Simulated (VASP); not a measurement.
# TePt3 (P6_3/mmc) in VASP: a series of runs

Runs on TePt3. Level: PBE. Tasks: relaxation of cell and atoms, single point.

Program: VASP 6.6.1. These are calculated values, not measurements. Logs are shortened: lines on timing, memory, paths and dates and some standing lists are left out, and cuts for length are marked.

**1. The cell of the first run**

Symmetry: P6_3/mmc, No. 194, hexagonal system. Conventional cell: a = 5.638 Å, b = 5.638 Å, c = 5.118 Å, α = 90.00°, β = 90.00°, γ = 120.00°. Te (site symmetry -6m2) has 12 Pt at 2.82 to 3.05 Å within 3.7 Å. Within 3.7 Å of Pt (site symmetry mm2) lie 8 Pt at 2.78 to 3.02 Å and 4 Te at 2.82 to 3.05 Å.

**2. Relaxation of cell and atoms, PBE**

Input file INCAR:

```
SYSTEM = TePt3
PREC = Accurate
ENCUT = 600
EDIFF = 1E-6
ISMEAR = 0
SIGMA = 0.1
LREAL = .FALSE.
LASPH = .TRUE.
NELM = 60
ALGO = Fast
ISIF = 3
LWAVE = .FALSE.
LCHARG = .FALSE.
GGA = PE
IBRION = 2
NSW = 90
EDIFFG = -0.04
```

Input file KPOINTS:

```
Automatic mesh
0
G
  6 6 4
  0 0 0
```

Input file POSCAR:

```
TePt3
1.0
    5.6376018427      0.0000000000      0.0000000000
   -2.8188009214      4.8823064122      0.0000000000
    0.0000000000      0.0000000000      5.1183550409
Te Pt
2 6
Direct
    0.3333333333      0.6666666667      0.2500000000
    0.6666666667      0.3333333333      0.7500000000
    0.8356576120      0.6713152239      0.2500000000
    0.1643423880      0.8356576120      0.7500000000
    0.3286847761      0.1643423880      0.2500000000
    0.1643423880      0.3286847761      0.7500000000
    0.8356576120      0.1643423880      0.2500000000
    0.6713152239      0.8356576120      0.7500000000
```

Potentials or basis: VASP PAW PBE potentials, release 64 (Te, Pt).

Run with:

```bash
> cat potpaw_PBE.64/Te/POTCAR potpaw_PBE.64/Pt/POTCAR > POTCAR
> mpirun -np 1 vasp_std > vasp.out
```

OUTCAR:

```text
SYSTEM = TePt3
   PREC = Accurate
   ENCUT = 600
   EDIFF = 1E-6
   ISMEAR = 0
   LREAL = .FALSE.
   LASPH = .TRUE.
   NELM = 60
   ISIF = 3
   GGA = PE
   IBRION = 2
   NSW = 90
   EDIFFG = -0.04

 ion  position               nearest neighbor table
   1  0.333  0.667  0.250-   3 2.82   5 2.82   7 2.82   7 2.82   3 2.82   5 2.82   8 3.05   8 3.05
                             6 3.05   6 3.05   4 3.05   4 3.05
   2  0.667  0.333  0.750-   6 2.82   8 2.82   4 2.82   4 2.82   6 2.82   8 2.82   5 3.05   5 3.05
                             3 3.05   3 3.05   7 3.05   7 3.05
   3  0.836  0.671  0.250-   5 2.78   7 2.78   1 2.82   1 2.82   5 2.86   7 2.86   4 3.02   4 3.02
                             8 3.02   8 3.02   2 3.05   2 3.05
   4  0.164  0.836  0.750-   8 2.78   6 2.78   2 2.82   2 2.82   8 2.86   6 2.86   3 3.02   3 3.02
                             5 3.02   5 3.02   1 3.05   1 3.05
   5  0.329  0.164  0.250-   3 2.78   7 2.78   1 2.82   1 2.82   3 2.86   7 2.86   4 3.02   4 3.02
                             6 3.02   6 3.02   2 3.05   2 3.05
   6  0.164  0.329  0.750-   8 2.78   4 2.78   2 2.82   2 2.82   8 2.86   4 2.86   7 3.02   7 3.02
                             5 3.02   5 3.02   1 3.05   1 3.05
   7  0.836  0.164  0.250-   5 2.78   3 2.78   1 2.82   1 2.82   5 2.86   3 2.86   6 3.02   6 3.02
                             8 3.02   8 3.02   2 3.05   2 3.05
   8  0.671  0.836  0.750-   6 2.78   4 2.78   2 2.82   2 2.82   6 2.86   4 2.86   7 3.02   7 3.02
                             3 3.02   3 3.02   1 3.05   1 3.05

  LATTYP: Found a hexagonal cell.
 ALAT       =     5.6376018427
 C/A-ratio  =     0.9078958010

  Lattice vectors:

 A1 = (   5.6376018427,   0.0000000000,   0.0000000000)
 A2 = (  -2.8188009214,   4.8823064122,   0.0000000000)
 A3 = (   0.0000000000,   0.0000000000,   5.1183550409)

Analysis of symmetry for initial positions (statically):
=====================================================================
 Subroutine PRICEL returns:
 Original cell was already a primitive cell.

 Routine SETGRP: Setting up the symmetry group for a
 hexagonal supercell.

 Subroutine GETGRP returns: Found 24 space group operations
 (whereof 12 operations were pure point group operations)
 out of a pool of 24 trial point group operations.

The static configuration has the point symmetry D_3d.
 The point group associated with its full space group is D_6h.

Analysis of symmetry for dynamics (positions and initial velocities):
=====================================================================
 Subroutine PRICEL returns:
 Original cell was already a primitive cell.

 Routine SETGRP: Setting up the symmetry group for a
 hexagonal supercell.

 Subroutine GETGRP returns: Found 24 space group operations
 (whereof 12 operations were pure point group operations)
 out of a pool of 24 trial point group operations.

The dynamic configuration has the point symmetry D_3d.
 The point group associated with its full space group is D_6h.

 Subroutine INISYM returns: Found 24 space group operations
 (whereof 12 operations are pure point group operations),
 and found     1 'primitive' translations

----------------------------------------------------------------------------------------

                                     Primitive cell

  volume of cell :     140.8802

  direct lattice vectors                    reciprocal lattice vectors
     5.637601843  0.000000000  0.000000000     0.177380388  0.102410615  0.000000000
    -2.818800921  4.882306412  0.000000000     0.000000000  0.204821229  0.000000000
     0.000000000  0.000000000  5.118355041     0.000000000  0.000000000  0.195375270

  length of vectors
     5.637601843  5.637601843  5.118355041     0.204821229  0.204821229  0.195375270

  position of ions in fractional coordinates (direct lattice)
     0.333333333  0.666666667  0.250000000
     0.666666667  0.333333333  0.750000000
     0.835657612  0.671315224  0.250000000
     0.164342388  0.835657612  0.750000000
     0.328684776  0.164342388  0.250000000
     0.164342388  0.328684776  0.750000000
     0.835657612  0.164342388  0.250000000
     0.671315224  0.835657612  0.750000000

  ion indices of the primitive-cell ions
   primitive index   ion index
                 1           1
                 2           2
                 3           3
                 4           4
                 5           5
                 6           6
                 7           7
                 8           8

----------------------------------------------------------------------------------------

 KPOINTS: Automatic mesh

Automatic generation of k-mesh.
 Grid dimensions read from file:
 generate k-points for:    6    6    4

 Generating k-lattice:

  Cartesian coordinates                     Fractional coordinates (reciprocal lattice)
     0.029563398  0.017068436  0.000000000     0.166666667 -0.000000000  0.000000000
     0.000000000  0.034136872  0.000000000     0.000000000  0.166666667  0.000000000
     0.000000000  0.000000000  0.048843818     0.000000000  0.000000000  0.250000000

  Length of vectors
     0.034136872  0.034136872  0.048843818

  Shift w.r.t. Gamma in fractional coordinates (k-lattice)
     0.000000000  0.000000000  0.000000000

 Subroutine IBZKPT returns following result:
 ===========================================

 Found     21 irreducible k-points:

 Following reciprocal coordinates:
            Coordinates               Weight
  0.000000  0.000000  0.000000      1.000000
  0.166667  0.000000  0.000000      6.000000
  0.333333  0.000000  0.000000      6.000000
  0.500000  0.000000  0.000000      3.000000
  0.166667  0.166667  0.000000      6.000000
  0.333333  0.166667  0.000000     12.000000
[... 13 lines left out ...]
  0.333333  0.166667  0.500000     12.000000
  0.333333  0.333333  0.500000      2.000000
   k-points           NKPTS =     21   k-points in BZ     NKDIM =     21   number of bands    NBANDS=     43
   number of dos      NEDOS =    301   number of ions     NIONS =      8
   total plane-waves  NPLWV =  96768
   dimension x,y,z NGX =    48 NGY =   48 NGZ =   42
   dimension x,y,z NGXF=    96 NGYF=   96 NGZF=   84
   ions per type =               2   6
   NGX,Y,Z   is equivalent  to a cutoff of  14.15, 14.15, 13.64 a.u.
   NGXF,Y,Z  is equivalent  to a cutoff of  28.31, 28.31, 27.28 a.u.
 SYSTEM =  TePt3
   PREC   = accura    normal or accurate (medium, high low for compatibility)
   ISTART =      0    job   : 0-new  1-cont  2-samecut
   ICHARG =      2    charge: 1-file 2-atom 10-const
   ISPIN  =      1    spin polarized calculation?
   LNONCOLLINEAR =      F non collinear calculations
   LSORBIT =      F    spin-orbit coupling
   LASPH  =      T    aspherical Exc in radial PAW
   ENCUT  =  600.0 eV  44.10 Ry    6.64 a.u.  11.26 11.26 10.22*2*pi/ulx,y,z
   NELM   =     60;   NELMIN=  2; NELMDL= -5     # of ELM steps
   EDIFF  = 0.1E-05   stopping-criterion for ELM
   LREAL  =      F    real-space projection
   EDIFFG = -.4E-01   stopping-criterion for IOM
   NSW    =     90    number of steps for IOM
   IBRION =      2    ionic relax: 0-MD 1-quasi-New 2-CG
   NFREE  =      1    steps in history (QN), initial steepest desc. (CG)
   ISIF   =      3    stress and relaxation
   ISYM   =      2    0-nonsym 1-usesym 2-fastsym
   POTIM  = 0.5000    time-step for ionic-motion
   TEBEG  =    0.0;   TEEND  =   0.0 temperature during run
   PSTRESS=    0.0 pullay stress
   NELECT =      72.0000    total number of electrons
   NUPDOWN=      -1.0000    fix difference up-down
   EMIN   =  10.00;   EMAX   =-10.00  energy-range for DOS
   EFERMI =   0.00;   METHOD = LEGACY
   ISMEAR =     0;   SIGMA  =   0.10  broadening in eV -4-tet -1-fermi 0-gaus
   EFERMI_NEDOS =   21; number of points for ismear=-14 and -15
   IALGO  =     68    algorithm
   IMIX   =      4    mixing-type and parameters
     AMIX     =   0.40;   BMIX     =  1.00
     AMIX_MAG =   1.60;   BMIX_MAG =  1.00
  volume/ion in A,a.u.               =      17.61       118.84
  Fermi-wavevector in a.u.,A,eV,Ry     =   1.308888  2.473439 23.309324  1.713187
  Thomas-Fermi vector in A             =   2.439524
   LORBIT       =      0    0 simple, 1 ext, 2 COOP (PROOUT), +10 PAW based schemes
   GGA     = PE    functional components
   LHFCALC =     F    Hartree Fock is set to
   AEXX    =    0.0000 exact exchange contribution
   IVDW    =     0    specifies the selected vdW correction
   LEPSILON=     F    determine dielectric tensor
   LRPA    =     F    only Hartree local field effects (RPA)
 conjugate gradient relaxation of ions
 non-spin polarized calculation
 RMM-DIIS sequential band-by-band and
 Gauss-broadening in eV      SIGMA  =   0.10
  energy-cutoff  :      600.00
  volume of cell :      140.88
 maximum number of plane-waves:      4725
 NGX is ok and might be reduce to    48
   NGX = 23   NGY = 23   NGZ = 21

--------------------------------------- Ionic step        1  -------------------------------------------

 number of electron      71.9999997 magnetization

 Free energy of the ion-electron system (eV)
  ---------------------------------------------------
  ext. energy  EPLUGINS =         0.00000000
  ---------------------------------------------------
  free energy    TOTEN  =       -41.99711142 eV

  energy without entropy =      -41.97655227  energy(sigma->0) =      -41.98683184

------------------------ aborting loop because EDIFF is reached ----------------------------------------

  FORCE on cell =-STRESS in cart. coord.  units (eV):
  Direction    XX          YY          ZZ          XY          YZ          ZX
  --------------------------------------------------------------------------------------
  -------------------------------------------------------------------------------------
  Total        0.8559302      0.8559302     -1.6756340     -0.0000000     -0.0000000      0.0000000
  in kB        9.7341736      9.7341736    -19.0563578     -0.0000000     -0.0000000      0.0000000
  external PRESSURE =       0.1373298 kB  Pullay stress =       0.0000000 kB

 VOLUME and BASIS-vectors are now :
 -----------------------------------------------------------------------------
  energy-cutoff  :      600.00
  volume of cell :      140.88
      direct lattice vectors                 reciprocal lattice vectors
     5.637601843  0.000000000  0.000000000     0.177380388  0.102410615  0.000000000
    -2.818800921  4.882306412  0.000000000     0.000000000  0.204821229  0.000000000
     0.000000000  0.000000000  5.118355041     0.000000000  0.000000000  0.195375270
[... 169 lines left out ...]
 POSITION                                       TOTAL-FORCE (eV/Angst)
 -----------------------------------------------------------------------------------
     -0.00000      3.29828      1.23761         0.000000      0.000000     -0.000000
      2.85639      1.64914      3.71283         0.000000      0.000000      0.000000
      2.85639      3.31907      1.23761        -0.000000      0.082175      0.000000
     -1.44620      4.13324      3.71283        -0.071166      0.041088      0.000000
      1.41020      0.81418      1.23761        -0.071166     -0.041088     -0.000000
     -0.00000      1.62835      3.71283         0.000000     -0.082175     -0.000000
      4.30259      0.81418      1.23761         0.071166     -0.041088     -0.000000
      1.44620      4.13324      3.71283         0.071166      0.041088      0.000000
 -----------------------------------------------------------------------------------
    total drift:                               -0.000000      0.000000      0.000000

  FREE ENERGIE OF THE ION-ELECTRON SYSTEM (eV)
  ---------------------------------------------------
  free  energy   TOTEN  =       -42.0352306333 eV

  energy  without entropy=      -42.0082496530  energy(sigma->0) =      -42.02174014

--------------------------------------- Ionic step        6  -------------------------------------------

 number of electron      71.9999998 magnetization

 Free energy of the ion-electron system (eV)
  ---------------------------------------------------
  ext. energy  EPLUGINS =         0.00000000
  ---------------------------------------------------
  free energy    TOTEN  =       -42.03730133 eV

  energy without entropy =      -42.00996078  energy(sigma->0) =      -42.02363105

 E-fermi :  10.8464     XC(G=0): -12.5366

 val. band max:       10.8425176466   @ k =   0.1667   0.0000   0.5000
 cond. band min:      10.8818140033   @ k =   0.0000   0.0000   0.2500
 fundamental gap:      0.0392963568
 Fermi energy:        10.8463795311

 k-point     1 :       0.0000    0.0000    0.0000
  band No.  band energies     occupation
      1      -3.1772      2.00000
      2      -1.8637      2.00000
      3       4.4100      2.00000
      4       4.6410      2.00000
      5       4.8076      2.00000
      6       4.8076      2.00000
[... 977 lines left out ...]
 POSITION                                       TOTAL-FORCE (eV/Angst)
 -----------------------------------------------------------------------------------
     -0.00000      3.30411      1.23476        -0.000000     -0.000000     -0.000000
      2.86144      1.65205      3.70427        -0.000000      0.000000      0.000000
      2.86144      3.33088      1.23476        -0.000000      0.000308      0.000000
     -1.45391      4.14352      3.70427        -0.000267      0.000154      0.000000
      1.40753      0.81264      1.23476        -0.000267     -0.000154     -0.000000
     -0.00000      1.62528      3.70427         0.000000     -0.000308     -0.000000
      4.31535      0.81264      1.23476         0.000267     -0.000154     -0.000000
      1.45391      4.14352      3.70427         0.000267      0.000154      0.000000
 -----------------------------------------------------------------------------------
    total drift:                               -0.000000      0.000000      0.000000

  FREE ENERGIE OF THE ION-ELECTRON SYSTEM (eV)
  ---------------------------------------------------
  free  energy   TOTEN  =       -42.0373013326 eV

  energy  without entropy=      -42.0099607758  energy(sigma->0) =      -42.02363105

 reached required accuracy - stopping structural energy minimisation
```

Run time: 6.9 min. Hardware: 1 thread of Intel Xeon 6975P-C (Granite Rapids), shared host; peak memory 0.39 GiB.

What came out:

```yaml
Free_energy: -42.0373 eV
Relaxed_volume: 17.51 Å³/atom
Relaxed_cell: a = 5.723 Å, b = 5.723 Å, c = 4.939 Å, α = 90.00°, β = 90.00°, γ = 120.00°
Space_group_after_relaxing_to_0.05_Å: P6_3/mmc (No. 194)
Energy_gained_by_relaxing: 5.0 meV/atom
Ionic_steps: 6
Pressure_after_relaxing: 0.1 GPa
Band_gap_on_the_k_mesh: zero (band 36 reaches 12.05 eV, above the bottom of band 37 at 10.78 eV)
```

The path:
| step | energy change (eV) | largest force (eV/Å) | pressure (GPa) | volume (Å³) |
| --- | --- | --- | --- | --- |
| 1 | 0.0000 | 0.0341 | 0.01 | 140.88 |
| 2 | -0.0205 | 0.0269 | -0.43 | 140.90 |
| 3 | -0.0342 | 0.1168 | -0.89 | 140.88 |
| 4 | -0.0257 | 0.0152 | 2.50 | 138.24 |
| 5 | -0.0381 | 0.0822 | 0.27 | 139.92 |
| 6 | -0.0402 | 0.0003 | 0.10 | 140.09 |

Final structure:
```
Te Pt
1.0
     5.72288    0.00000    0.00000
    -2.86144    4.95616    0.00000
     0.00000    0.00000    4.93903
Te Pt
2 6
Cartesian
  0.0000 3.3041 1.2348
  2.8614 1.6521 3.7043
  2.8614 3.3309 1.2348
  -1.4539 4.1435 3.7043
  1.4075 0.8126 1.2348
  0.0000 1.6253 3.7043
  4.3154 0.8126 1.2348
  1.4539 4.1435 3.7043
```

Caveat: spin-orbit coupling is left out, which moves the levels of the heavy elements.

**3. Single point, PBE**

This run uses another cell than the first one, of 17.57 Å³/atom, 0.998 times its volume.

Input file INCAR:

```
  PREC = Accurate
  ENCUT = 520
  EDIFF = 1E-7
  ISMEAR = 0
  SIGMA = 0.1
  LREAL = False
  LASPH = True
  NELM = 100
  ALGO = Fast
  ISIF = 2
  LWAVE = False
  LCHARG = False
  GGA = PE
  NBANDS = 46
```

Input file KPOINTS:

```
Automatic mesh
0
Gamma
  12 12 8
```

Input file POSCAR:

```
TePt3
1.0
    5.6943085578      0.0000000000      0.0000000000
   -2.8471542789      4.9314158680      0.0000000000
    0.0000000000      0.0000000000      5.0062806157
Te Pt
2 6
Direct
    0.3333333333      0.6666666667      0.2500000000
    0.6666666667      0.3333333333      0.7500000000
    0.8355330162      0.6710660323      0.2500000000
    0.1644669838      0.8355330162      0.7500000000
    0.3289339677      0.1644669838      0.2500000000
    0.1644669838      0.3289339677      0.7500000000
    0.8355330162      0.1644669838      0.2500000000
    0.6710660323      0.8355330162      0.7500000000
```

Potentials or basis: VASP PAW PBE potentials, release 64 (Te, Pt).

Run with:

```bash
> cat potpaw_PBE.64/Te/POTCAR potpaw_PBE.64/Pt/POTCAR > POTCAR
> mpirun -np 1 vasp_std > vasp.out
```

Wall time 6.5 min (1 thread of Intel Xeon 6975P-C (Granite Rapids), shared host); peak memory 0.59 GiB.

It converged, with:

```
Free energy            : -42.0166 eV
Pressure               : -0.3 GPa
Largest force          : 0.004 eV/Å
Band gap on the k mesh : zero (band 36 reaches 11.92 eV, above the bottom of band 37 at 10.48 eV)
```

Forces in eV/Å, atoms in the order of the input:
```
Te   0.000  0.000  0.000
Te   0.000  0.000  0.000
Pt   0.000 -0.004  0.000
Pt   0.004 -0.002  0.000
Pt   0.004  0.002  0.000
Pt   0.000  0.004  0.000
Pt  -0.004  0.002  0.000
Pt  -0.004 -0.002  0.000
```

Stress tensor (GPa, compression positive):
```
-0.26  0.00  0.00
 0.00 -0.26  0.00
 0.00  0.00 -0.43
```

Levels at points of the mesh, in eV from the Fermi level:
```tsv
k point	band 32	band 33	band 34	band 35	band 36	band 37	band 38	band 39	band 40	band 41
(0.00, 0.00, 0.00)	-0.79	-0.79	-0.38	-0.05	0.10	0.18	0.18	0.49	0.92	1.47
(0.50, 0.00, 0.00)	-1.43	-0.60	-0.55	-0.48	0.35	0.52	0.90	0.97	2.79	2.82
(0.00, 0.00, 0.50)	-1.30	-0.44	-0.44	-0.44	-0.44	0.03	0.03	0.31	0.31	3.74
(0.50, 0.00, 0.50)	-1.35	-0.97	-0.97	-0.67	-0.67	0.45	0.45	2.17	2.17	3.72
```

Caveat: spin-orbit coupling is left out, which moves the levels of the heavy elements.
